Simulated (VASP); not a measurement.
Write the native input for VASP 6.6.1 that does the following.

```yaml
Task: single point
Functional: PBE
Potentials_or_basis: VASP PAW PBE potentials, release 64 (C, H)
Cutoff: 520 eV
k_mesh: 5 × 5 × 1
Occupations: gaussian, width 0.05 eV
Spin: no spin polarisation
Dipole_correction: yes
Further_INCAR_settings: LREAL = Auto; ALGO = Normal; EDIFF = 1e-06; NBANDS = 68
```

The structure of HC12 lies in POSCAR:

```
HC12
1.0
    5.0509324483      0.0000000000      0.0000000000
    0.0000000000      5.0509324483      0.0000000000
    0.0000000000      0.0000000000     22.3754933530
C H
24 2
Direct
    0.0000000000      0.2500000000      0.1787670080
    0.0000000000      0.7500000000      0.1787670080
    0.5000000000      0.2500000000      0.1787670080
    0.5000000000      0.7500000000      0.1787670080
    0.0000000000      0.0000000000      0.2186716990
    0.0000000000      0.5000000000      0.2186716990
    0.5000000000      0.0000000000      0.2186716990
    0.5000000000      0.5000000000      0.2186716990
    0.2500000000      0.0000000000      0.2585763899
    0.2500000000      0.5000000000      0.2585763899
    0.7500000000      0.0000000000      0.2585763899
    0.7500000000      0.5000000000      0.2585763899
    0.2500000000      0.2500000000      0.2976014419
    0.2500000000      0.7500000000      0.2976014419
    0.7500000000      0.2500000000      0.2976014419
    0.7500000000      0.7500000000      0.2976014419
    0.0000000000      0.2500000000      0.3394883053
    0.0000000000      0.7500000000      0.3394883053
    0.5000000000      0.2500000000      0.3394883053
    0.5000000000      0.7500000000      0.3394883053
    0.0000000000      0.0000000000      0.3743154719
    0.0000000000      0.5000000000      0.3743154719
    0.5000000000      0.0000000000      0.3743154719
    0.5000000000      0.5000000000      0.3743154719
    0.9356554451      0.3750000000      0.4516322029
    1.0643445549      0.3750000000      0.4516322029
```

One way to write it, as run:

INCAR

```
SYSTEM = HC12
PREC = Accurate ; ENCUT = 520
EDIFF = 1E-6 ; ISMEAR = 0
SIGMA = 0.05 ; LREAL = Auto
LASPH = .TRUE. ; NELM = 60
ALGO = Normal ; ISIF = 2
LWAVE = .FALSE. ; LCHARG = .FALSE.
LDIPOL = .TRUE. ; IDIPOL = 3
DIPOL = 0.5 0.5 0.291 ; GGA = PE
NBANDS = 68
```

KPOINTS

```
regular mesh
0
G
  5 5 1
  0 0 0
```

Potentials or basis: VASP PAW PBE potentials, release 64 (C, H).

Command:

```console
$ cat potpaw_PBE.64/C/POTCAR potpaw_PBE.64/H/POTCAR > POTCAR
$ mpirun -np 1 vasp_std > vasp.out
```

Results of the run:

| Property | Result |
| --- | --- |
| Largest force | 5.814 eV/Å |
| Band gap on the k mesh | zero (bands 49 and 50 overlap by 0.19 eV) |

Wall time 24 min on 1 thread of Intel Xeon 8259CL, on a shared host, peak memory 0.67 GiB.
